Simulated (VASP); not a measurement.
# Zn6GeH2O6: single point with PBE+D3(BJ)

Zn6GeH2O6, a slab with vacuum:

```
CELL_PARAMETERS angstrom
5.63488 0.00000 0.00000
-2.81744 5.45545 0.00000
0.00000 0.00000 16.47476
ATOMIC_POSITIONS crystal
Zn 0.33333 0.00000 0.06070
Zn 0.35626 0.52001 0.07720
Zn 0.87959 0.04741 0.14408
Zn 0.90186 0.54220 0.14342
Zn 0.33681 0.03622 0.22460
Zn 0.47356 0.66209 0.25930
O 0.13993 0.66608 0.04454
O 0.14413 0.18293 0.05937
O 0.65334 0.68645 0.14842
O 0.62462 0.18428 0.14489
O 0.15873 0.68629 0.23323
O 0.09659 0.16256 0.25355
Ge 0.84956 0.97633 0.33440
H 0.01549 0.91619 0.39741
H 0.79140 0.17782 0.37410
```

| Property | Result |
| --- | --- |
| Program | VASP 6.6.1 |
| Task | single point |
| Functional | PBE |
| Dispersion | D3(BJ) |
| Potentials or basis | VASP PAW PBE potentials, release 64 (Zn, O_h, Ge_d, H_h) |
| Cutoff | 1000 eV |
| k mesh | 2 × 2 × 1 |
| Occupations | fermi-dirac, width 0.05 eV |
| Spin | no spin polarisation |
| Dipole correction | no |
| Further INCAR settings | LREAL = Auto; ALGO = Normal; EDIFF = 1e-06; NBANDS = 75; NELMDL = -8 |

| Item | Value |
| --- | --- |
| Largest force | 0.096 eV/Å |
| Band gap on the k mesh | 1.62 eV |
| Dispersion energy per atom | -0.128 eV |

Forces on the atoms (eV/Å):
```
Zn   0.048  0.042 -0.010
Zn   0.022  0.015 -0.014
Zn   0.025 -0.010  0.010
Zn   0.020 -0.010  0.000
Zn   0.040  0.010  0.012
Zn   0.072 -0.017  0.049
O   -0.036 -0.054 -0.071
O   -0.050  0.001 -0.068
O   -0.007  0.003  0.012
O   -0.009  0.027 -0.016
O   -0.064 -0.056  0.040
O   -0.068  0.040  0.051
Ge   0.024  0.027  0.041
H   -0.036  0.010 -0.023
H    0.017 -0.028 -0.013
```

Levels at points of the mesh, in eV from the valence-band top:
```tsv
k point	band 59	band 60	band 61	band 62	band 63	band 64	band 65	band 66
(0.00, 0.00, 0.00)	-0.59	-0.52	-0.22	0.00	1.62	3.43	3.75	4.16
(0.50, 0.00, 0.00)	-0.78	-0.54	-0.30	-0.19	2.78	3.44	3.91	4.16
(0.50, 0.50, 0.00)	-0.78	-0.76	-0.49	-0.30	2.93	3.59	3.94	4.29
(0.00, 0.50, 0.00)	-0.79	-0.69	-0.54	-0.13	2.61	3.42	3.79	4.10
```

Run time: 55 min on 1 thread of AMD EPYC 7571, with other jobs on the host, peak memory 1.4 GiB.

Caveat: the k points lie up to 0.63 Å⁻¹ apart; there is no dipole correction, which matters where the two faces differ.
